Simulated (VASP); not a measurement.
Here is a VASP 6.6.1 calculation.

INCAR

```
ALGO     = Normal         # electronic algorithm
EDIFF    = 1E-7           # SCF threshold, eV
ENCUT    = 520            # plane-wave cutoff, eV
GGA      = PE             # functional
ISIF     = 2              # what is computed and relaxed
ISMEAR   = 0              # smearing method
IVDW     = 12             # dispersion correction
LASPH    = T              # aspherical terms in the spheres
LCHARG   = F              # write CHGCAR
LREAL    = F              # projectors in reciprocal space
LWAVE    = F              # write WAVECAR
NBANDS   = 35             # bands
NELM     = 80             # most SCF steps
PREC     = Accurate       # precision mode
SIGMA    = 0.05           # smearing width, eV
```

File KPOINTS:

```
k-points
0
Gamma
  8 6 6
```

Contents of POSCAR:

```
SnO2
1.0
    1.6186264610     -2.8035432689      0.0000000000
    1.6186264610      0.9345144230      4.2918257460
   -4.8558793830     -2.8035432689      0.0000000000
Sn O
2 4
Direct
    0.5168043713      0.4795089099     -0.0062714891
   -0.0168043713      0.5204910901      0.5062714891
    0.4920300375      0.7384223820      0.7541200272
    1.0079699625      0.7231777338      0.2330800114
    0.4920300375      0.2768222662      0.2669199886
    1.0079699625      0.2615776180      0.7458799728
```

Potentials or basis: VASP PAW PBE potentials, release 64 (Sn_d, O).

Command:

```console
$ cat potpaw_PBE.64/Sn_d/POTCAR potpaw_PBE.64/O/POTCAR > POTCAR
$ mpirun -np 1 vasp_std > vasp.out
```

(1) Predict the dispersion energy per atom.

(2) What does it give for the band gap on the k mesh?

(3) Estimate the largest force.

(4) Estimate the pressure.

## Answers

(1) -0.201 eV.

(2) 1.48 eV, direct.

(3) 0.651 eV/Å.

(4) 0.4 GPa.

Caveat: the cell differs from its parent crystal (mode 4 frozen in at -0.088 Å and mode 5 at -0.054 Å (largest displacements)); spin-orbit coupling is left out, which moves the levels of the heavy elements.
